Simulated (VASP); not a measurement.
Here is a VASP 6.6.1 calculation.

File INCAR:

```
PREC     = Accurate       # precision mode
ENCUT    = 520            # plane-wave cutoff, eV
EDIFF    = 1E-6           # SCF threshold, eV
ISMEAR   = 0              # smearing method
SIGMA    = 0.02           # smearing width, eV
LREAL    = Auto         
LASPH    = True           # aspherical terms in the spheres
NELM     = 150            # most SCF steps
ALGO     = Normal         # electronic algorithm
ISIF     = 2              # what is computed and relaxed
LWAVE    = False          # write WAVECAR
LCHARG   = True           # write CHGCAR
ISPIN    = 2              # spin polarisation
MAGMOM   = 0 0 0 0 0 0 0 0 0 0 0 0 0 0 0 0 0 0 0 0 # initial moments
LORBIT   = 11             # projections on sites
GGA      = PS             # functional
LELF     = True           # ELF
LVHAR    = True         
NBANDS   = 60             # bands
```

The input KPOINTS:

```
regular mesh
0
Gamma
  2 2 1
```

Contents of POSCAR:

```
HC18O
1.0
    7.3980000000      0.0000000000      0.0000000000
   -3.6990000000      6.4068560000      0.0000000000
    0.0000000000      0.0000000000     11.0000000000
C O H
18 1 1
Direct
    0.0018563128      0.0036826175      0.0795690000
    0.2255539251      0.1137209889      0.0820870000
    0.0033143946      0.3366804248      0.0821781818
    0.2239016924      0.4438128467      0.0884544545
    0.0008944726      0.6700536113      0.1114027273
    0.2287049404      0.7856923895      0.0991096364
    0.3369137457      0.0032203003      0.0849070000
    0.5591138052      0.1137885727      0.0810257273
    0.3362618613      0.3356732226      0.0834942727
    0.5587467043      0.4462068447      0.0836270909
    0.3379464427      0.6692716365      0.1210459091
    0.5619237634      0.7824766157      0.0856277273
    0.6703461143      0.0026051780      0.0802231818
    0.8909105699      0.1139025132      0.0772157273
    0.6698009511      0.3355162033      0.0825098182
    0.8901816039      0.4427227645      0.0873180909
    0.6692646375      0.6709737194      0.0814478182
    0.8888077376      0.7842707874      0.0821884545
    0.3233103798      0.6867613382      0.2461960000
   -0.0234389521      0.6732778136      0.2121904545
```

Potentials or basis: VASP PAW PBE potentials, release 64 (C, O, H).

Launch:

```bash
$ cat potpaw_PBE.64/C/POTCAR potpaw_PBE.64/O/POTCAR potpaw_PBE.64/H/POTCAR > POTCAR
$ mpirun -np 1 vasp_std > vasp.out
```

(1) Estimate the largest force.

(2) Predict the net moment.

## Answers

(1) 0.570 eV/Å.

(2) 0.00 μB per cell.

Caveat: the k points lie up to 0.49 Å⁻¹ apart; the PAW data sets were made with another functional, which shifts forces and pressure a little.
